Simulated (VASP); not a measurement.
# GaP (R-3m) in VASP: a series of runs, part 2 of 2

VASP 6.6.1. Earlier steps stand in the parts before.

## (5) Single point, PBEsol (21.03 Å³/atom)

This run uses another cell than the first one, of 21.03 Å³/atom.

Contents of INCAR:

```
PREC = Accurate
ENCUT = 520
EDIFF = 1E-6
ISMEAR = -1
SIGMA = 0.05
LREAL = False
LASPH = True
NELM = 60
ALGO = Normal
ISIF = 2
LWAVE = False
LCHARG = True
GGA = PS
LELF = True
LVHAR = True
NBANDS = 26
```

Contents of KPOINTS:

```
regular mesh
0
Gamma
  8 8 8
```

Contents of POSCAR:

```
GaP
1.0
    1.9430151755      1.1218003346      6.4308101003
   -1.9430151755      1.1218003346      6.4308101003
    0.0000000000     -2.2436006692      6.4308101003
Ga P
2 2
Direct
    0.5646280000      0.5646280000      0.5646280000
    0.4353720000      0.4353720000      0.4353720000
    0.9426110000      0.9426110000      0.9426110000
    0.0573890000      0.0573890000      0.0573890000
```

Potentials or basis: VASP PAW PBE potentials, release 64 (Ga_d, P).

Run with:

```
$ cat potpaw_PBE.64/Ga_d/POTCAR potpaw_PBE.64/P/POTCAR > POTCAR
$ mpirun -np 1 vasp_std > vasp.out
```

OUTCAR:

```text
PREC = Accurate
   ENCUT = 520
   EDIFF = 1E-6
   ISMEAR = -1
   LREAL = False
   LASPH = True
   NELM = 60
   ISIF = 2
   GGA = PS

 ion  position               nearest neighbor table
   1  0.565  0.565  0.565-   3 2.40   3 2.40   3 2.40   2 2.49
   2  0.435  0.435  0.435-   4 2.40   4 2.40   4 2.40   1 2.49
   3  0.943  0.943  0.943-   4 2.21   1 2.40   1 2.40   1 2.40
   4  0.057  0.057  0.057-   3 2.21   2 2.40   2 2.40   2 2.40

  LATTYP: Found a trigonal (rhomboedric) cell.
 ALAT       =     6.8109516596
 COS(alpha) =     0.8372328403

  Lattice vectors:

 A1 = (   1.9430151755,   1.1218003346,   6.4308101003)
 A2 = (  -1.9430151755,   1.1218003346,   6.4308101003)
 A3 = (   0.0000000000,  -2.2436006692,   6.4308101003)

Analysis of symmetry for initial positions (statically):
=====================================================================
 Subroutine PRICEL returns:
 Original cell was already a primitive cell.

 Routine SETGRP: Setting up the symmetry group for a
 trigonal (rhombohedral) supercell.

[... 168 lines left out ...]
  energy without entropy =      -19.30005539  energy(sigma->0) =      -19.30005937

 E-fermi :   4.9068     XC(G=0):  -9.8537

 val. band max:        4.5282297710   @ k =   0.0000   0.0000   0.0000
 cond. band min:       5.2696650604   @ k =   0.5000   0.5000   0.0000
 fundamental gap:      0.7414352895
 Fermi energy:         4.9067825062

 k-point     1 :       0.0000    0.0000    0.0000
  band No.  band energies     occupation
      1     -10.2177      2.00000
      2     -10.0903      2.00000
      3     -10.0903      2.00000
      4     -10.0765      2.00000
      5     -10.0765      2.00000
      6     -10.0244      2.00000
[... 685 lines left out ...]
     25      10.3033      0.00000
     26      11.4724      0.00000

 [... further k-points ...]

------------------------ aborting loop because EDIFF is reached ----------------------------------------

  FORCE on cell =-STRESS in cart. coord.  units (eV):
  Direction    XX          YY          ZZ          XY          YZ          ZX
  --------------------------------------------------------------------------------------
  -------------------------------------------------------------------------------------
  Total       -1.5594518     -1.5594518     -1.3742893      0.0000000     -0.0000000      0.0000000
  in kB      -29.7080302    -29.7080302    -26.1806285      0.0000000     -0.0000000      0.0000000
  external PRESSURE =     -28.5322297 kB  Pullay stress =       0.0000000 kB

 VOLUME and BASIS-vectors are now :
 -----------------------------------------------------------------------------
  energy-cutoff  :      520.00
  volume of cell :       84.10
      direct lattice vectors                 reciprocal lattice vectors
     1.943015176  1.121800335  6.430810100     0.257332010  0.148570705  0.051833801
    -1.943015176  1.121800335  6.430810100    -0.257332010  0.148570705  0.051833801
     0.000000000 -2.243600669  6.430810100     0.000000000 -0.297141410  0.051833801

 POSITION                                       TOTAL-FORCE (eV/Angst)
 -----------------------------------------------------------------------------------
      0.00000      0.00000     10.89305         0.000000      0.000000     -0.045861
      0.00000      0.00000      8.39938         0.000000      0.000000      0.045861
      0.00000      0.00000     18.18526         0.000000      0.000000     -0.086277
      0.00000      0.00000      1.10717         0.000000      0.000000      0.086277
 -----------------------------------------------------------------------------------
    total drift:                                0.000000      0.000000      0.000000

  FREE ENERGIE OF THE ION-ELECTRON SYSTEM (eV)
  ---------------------------------------------------
  free  energy   TOTEN  =       -19.3000633500 eV

  energy  without entropy=      -19.3000553850  energy(sigma->0) =      -19.30005937
```

OSZICAR:

```text
N       E                     dE             d eps       ncg     rms          rms(c)
DAV:   1     0.231667552459E+03    0.23167E+03   -0.17101E+04  3418   0.200E+03
DAV:   2     0.806926229570E+01   -0.22360E+03   -0.21522E+03  3644   0.434E+02
DAV:   3    -0.187505293043E+02   -0.26820E+02   -0.26413E+02  4276   0.120E+02
DAV:   4    -0.196341875357E+02   -0.88366E+00   -0.88016E+00  3934   0.222E+01
DAV:   5    -0.196584514035E+02   -0.24264E-01   -0.24238E-01  4534   0.344E+00    0.616E+00
DAV:   6    -0.193737236540E+02    0.28473E+00   -0.36869E-01  4848   0.978E+00    0.362E+00
DAV:   7    -0.193008895277E+02    0.72834E-01   -0.23689E-01  4146   0.312E+00    0.819E-01
DAV:   8    -0.192997957217E+02    0.10938E-02   -0.30409E-02  4014   0.193E+00    0.233E-01
DAV:   9    -0.192999458189E+02   -0.15010E-03   -0.29551E-03  4272   0.513E-01    0.867E-02
DAV:  10    -0.193000050053E+02   -0.59186E-04   -0.43702E-04  4362   0.154E-01    0.308E-02
DAV:  11    -0.193000587584E+02   -0.53753E-04   -0.55930E-05  3706   0.589E-02    0.155E-02
DAV:  12    -0.193000630958E+02   -0.43374E-05   -0.70277E-06  4294   0.209E-02    0.706E-03
DAV:  13    -0.193000633500E+02   -0.25419E-06   -0.87285E-07  2618   0.888E-03
   1 F= -.19300063E+02 E0= -.19300059E+02  d E =-.796497E-05
```

stdout:

```text
POSCAR found type information on POSCAR GaP
 POSCAR found :  2 types and       4 ions
 scaLAPACK will be used
 -----------------------------------------------------------------------------
|                                                                             |
|                                                                             |
|     You enforced a specific xc type in the INCAR file but a different       |
|     I HOPE YOU KNOW WHAT YOU ARE DOING!                                     |
|                                                                             |
 -----------------------------------------------------------------------------

 LDA part: xc-table for (Slater+PW92), standard interpolation
 POSCAR, INCAR and KPOINTS ok, starting setup
 FFT: planning ... GRIDC
 FFT: planning ... GRID_SOFT
 FFT: planning ... GRID
 WAVECAR not read
 entering main loop
```

Run time: 6.2 min. Hardware: 1 thread of Intel Xeon Platinum 8488C (Sapphire Rapids), shared host; peak memory 0.45 GiB.

Results:

- Free energy: -19.3001 eV
- Pressure: -2.9 GPa
- Largest force: 0.086 eV/Å
- Band gap on the k mesh: 0.74 eV (least direct gap 1.03 eV)

Forces in eV/Å, atoms in the order of the input:
```
Ga   0.000  0.000 -0.046
Ga   0.000  0.000  0.046
P    0.000  0.000 -0.086
P    0.000  0.000  0.086
```

Levels at points of the mesh, in eV from the valence-band top:
| k point | band 16 | band 17 | band 18 | band 19 | band 20 | band 21 |
| --- | --- | --- | --- | --- | --- | --- |
| (0.00, 0.00, 0.00) | -0.26 | 0.00 | 0.00 | 1.03 | 1.45 | 2.70 |
| (0.50, 0.00, 0.00) | -2.85 | -2.70 | -1.75 | 1.53 | 2.62 | 3.57 |
| (0.50, 0.50, 0.00) | -3.11 | -1.22 | -0.51 | 0.74 | 1.38 | 1.45 |
| (0.50, 0.50, 0.50) | -1.71 | -0.25 | -0.25 | 1.03 | 2.30 | 3.80 |

Caveat: the PAW data sets were made with another functional, which shifts forces and pressure a little. A k mesh can miss the band edges.

## (6) Single point, LDA (21.45 Å³/atom)

This run uses another cell than the first one, of 21.45 Å³/atom.

Contents of INCAR:

```
PREC = Accurate
ENCUT = 520
EDIFF = 1E-7
ISMEAR = -1
SIGMA = 0.05
LREAL = False
LASPH = True
NELM = 100
ALGO = Normal
ISIF = 2
LWAVE = False
LCHARG = False
NBANDS = 26
```

KPOINTS is that of step 5.

Contents of POSCAR:

```
GaP
1.0
    1.9558832007      1.1292296924      6.4733994878
   -1.9558832007      1.1292296924      6.4733994878
    0.0000000000     -2.2584593848      6.4733994878
Ga P
2 2
Direct
    0.5646280000      0.5646280000      0.5646280000
    0.4353720000      0.4353720000      0.4353720000
    0.9426110000      0.9426110000      0.9426110000
    0.0573890000      0.0573890000      0.0573890000
```

Potentials or basis: VASP PAW LDA potentials, release 64 (Ga_d, P).

Run with:

```
$ cat potpaw_LDA.64/Ga_d/POTCAR potpaw_LDA.64/P/POTCAR > POTCAR
$ mpirun -np 1 vasp_std > vasp.out
```

OUTCAR:

```text
PREC = Accurate
   ENCUT = 520
   EDIFF = 1E-7
   ISMEAR = -1
   LREAL = False
   LASPH = True
   NELM = 100
   ISIF = 2

 ion  position               nearest neighbor table
   1  0.565  0.565  0.565-   3 2.42   3 2.42   3 2.42   2 2.51
   2  0.435  0.435  0.435-   4 2.42   4 2.42   4 2.42   1 2.51
   3  0.943  0.943  0.943-   4 2.23   1 2.42   1 2.42   1 2.42
   4  0.057  0.057  0.057-   3 2.23   2 2.42   2 2.42   2 2.42

  LATTYP: Found a trigonal (rhomboedric) cell.
 ALAT       =     6.8560586142
 COS(alpha) =     0.8372328403

  Lattice vectors:

 A1 = (   1.9558832007,   1.1292296924,   6.4733994878)
 A2 = (  -1.9558832007,   1.1292296924,   6.4733994878)
 A3 = (   0.0000000000,  -2.2584593848,   6.4733994878)

Analysis of symmetry for initial positions (statically):
=====================================================================
 Subroutine PRICEL returns:
 Original cell was already a primitive cell.

 Routine SETGRP: Setting up the symmetry group for a
 trigonal (rhombohedral) supercell.

 Subroutine GETGRP returns: Found 12 space group operations
 (whereof 12 operations were pure point group operations)
 out of a pool of 12 trial point group operations.

The static configuration has the point symmetry D_3d.

Analysis of symmetry for dynamics (positions and initial velocities):
=====================================================================
 Subroutine PRICEL returns:
 Original cell was already a primitive cell.

 Routine SETGRP: Setting up the symmetry group for a
 trigonal (rhombohedral) supercell.

 Subroutine GETGRP returns: Found 12 space group operations
 (whereof 12 operations were pure point group operations)
 out of a pool of 12 trial point group operations.

The dynamic configuration has the point symmetry D_3d.

 Subroutine INISYM returns: Found 12 space group operations
 (whereof 12 operations are pure point group operations),
 and found     1 'primitive' translations

[... 119 lines left out ...]
  volume/ion in A,a.u.               =      21.45       144.73
  Fermi-wavevector in a.u.,A,eV,Ry     =   1.225668  2.316176 20.439503  1.502261
  Thomas-Fermi vector in A             =   2.360697
   LORBIT       =      0    0 simple, 1 ext, 2 COOP (PROOUT), +10 PAW based schemes
   GGA     = CA    functional components
   LHFCALC =     F    Hartree Fock is set to
   AEXX    =    0.0000 exact exchange contribution
   IVDW    =     0    specifies the selected vdW correction
   LEPSILON=     F    determine dielectric tensor
   LRPA    =     F    only Hartree local field effects (RPA)
 non-spin polarized calculation
  energy-cutoff  :      520.00
  volume of cell :       85.78
 maximum number of plane-waves:      2346
 NGX is ok and might be reduce to    54
   NGX = 25   NGY = 25   NGZ = 25

 number of electron      36.0000009 magnetization

 Free energy of the ion-electron system (eV)
  ---------------------------------------------------
  ext. energy  EPLUGINS =         0.00000000
  ---------------------------------------------------
  free energy    TOTEN  =       -20.26321432 eV

  energy without entropy =      -20.26320332  energy(sigma->0) =      -20.26320882

 E-fermi :   4.6248     XC(G=0):  -9.9079

 val. band max:        4.2631370837   @ k =   0.0000   0.0000   0.0000
 cond. band min:       4.9713425263   @ k =   0.5000   0.5000  -0.0000
 fundamental gap:      0.7082054426
 Fermi energy:         4.6247962996

 k-point     1 :       0.0000    0.0000    0.0000
  band No.  band energies     occupation
      1     -10.6079      2.00000
      2     -10.4886      2.00000
      3     -10.4886      2.00000
      4     -10.4760      2.00000
      5     -10.4760      2.00000
      6     -10.4280      2.00000
[... 685 lines left out ...]
     25       9.9712      0.00000
     26      11.0694      0.00000

 [... further k-points ...]

------------------------ aborting loop because EDIFF is reached ----------------------------------------

  FORCE on cell =-STRESS in cart. coord.  units (eV):
  Direction    XX          YY          ZZ          XY          YZ          ZX
  --------------------------------------------------------------------------------------
  -------------------------------------------------------------------------------------
  Total       -3.1434751     -3.1434751     -3.1835064     -0.0000000     -0.0000000      0.0000000
  in kB      -58.7099538    -58.7099538    -59.4576103     -0.0000000     -0.0000000      0.0000000
  external PRESSURE =     -58.9591726 kB  Pullay stress =       0.0000000 kB

 VOLUME and BASIS-vectors are now :
 -----------------------------------------------------------------------------
  energy-cutoff  :      520.00
  volume of cell :       85.78
      direct lattice vectors                 reciprocal lattice vectors
     1.955883201  1.129229692  6.473399488     0.255638987  0.147593238  0.051492780
    -1.955883201  1.129229692  6.473399488    -0.255638987  0.147593238  0.051492780
     0.000000000 -2.258459385  6.473399488     0.000000000 -0.295186476  0.051492780

 POSITION                                       TOTAL-FORCE (eV/Angst)
 -----------------------------------------------------------------------------------
      0.00000      0.00000     10.96519         0.000000     -0.000000     -0.024898
      0.00000      0.00000      8.45501         0.000000      0.000000      0.024898
      0.00000      0.00000     18.30569         0.000000     -0.000000     -0.040672
      0.00000      0.00000      1.11451         0.000000      0.000000      0.040672
 -----------------------------------------------------------------------------------
    total drift:                                0.000000      0.000000      0.000000

  FREE ENERGIE OF THE ION-ELECTRON SYSTEM (eV)
  ---------------------------------------------------
  free  energy   TOTEN  =       -20.2632143198 eV

  energy  without entropy=      -20.2632033199  energy(sigma->0) =      -20.26320882
```

stdout:

```text
POSCAR found type information on POSCAR GaP
 POSCAR found :  2 types and       4 ions
 scaLAPACK will be used
 LDA part: xc-table for (Slater(with rela. corr.)+CA(PZ))
 , standard interpolation
 POSCAR, INCAR and KPOINTS ok, starting setup
 FFT: planning ... GRIDC
 FFT: planning ... GRID_SOFT
 FFT: planning ... GRID
 WAVECAR not read
 entering main loop
```

Run time: 6.6 min. Hardware: 1 thread of Intel Xeon Platinum 8488C (Sapphire Rapids), shared host; peak memory 0.36 GiB.

What came out:

| Quantity | Value |
| --- | --- |
| Free energy | -20.2632 eV |
| Pressure | -5.9 GPa |
| Largest force | 0.041 eV/Å |
| Band gap on the k mesh | 0.71 eV (least direct gap 0.92 eV) |

Forces in eV/Å, atoms in the order of the input:
```
Ga   0.000  0.000 -0.025
Ga   0.000  0.000  0.025
P    0.000  0.000 -0.041
P    0.000  0.000  0.041
```

Caveat: the cell stands under tension.

## (7) Overview

```tsv
level	potentials or basis	cell	gap on the mesh (eV)	pressure (GPa)	largest force (eV/Å)
LDA	VASP PAW LDA potentials, release 64 (Ga_d, P)	a = 6.765 Å, angles 33.2°, 4 atoms	0.73	-3.4	0.14
PBEsol	VASP PAW PBE potentials, release 64 (Ga_d, P)	a = 6.765 Å, angles 33.2°, 4 atoms	0.74	-1.5	0.14
LDA	VASP PAW LDA potentials, release 64 (Ga_d, P)	a = 6.811 Å, angles 33.2°, 4 atoms	0.72	-4.7	0.09
PBEsol	VASP PAW PBE potentials, release 64 (Ga_d, P)	a = 6.811 Å, angles 33.2°, 4 atoms	0.74	-2.9	0.09
LDA	VASP PAW LDA potentials, release 64 (Ga_d, P)	a = 6.856 Å, angles 33.2°, 4 atoms	0.71	-5.9	0.04
```

Alike in all rows: task single point; no spin polarisation; k mesh 8 × 8 × 8; cutoff (eV) 520; smearing fermi-dirac 0.05 eV.

Caveats: the cell stands under tension (at least some runs); the PAW data sets were made with another functional, which shifts forces and pressure a little (at least some runs).

Absolute energies hang on the potentials; compare differences alone.
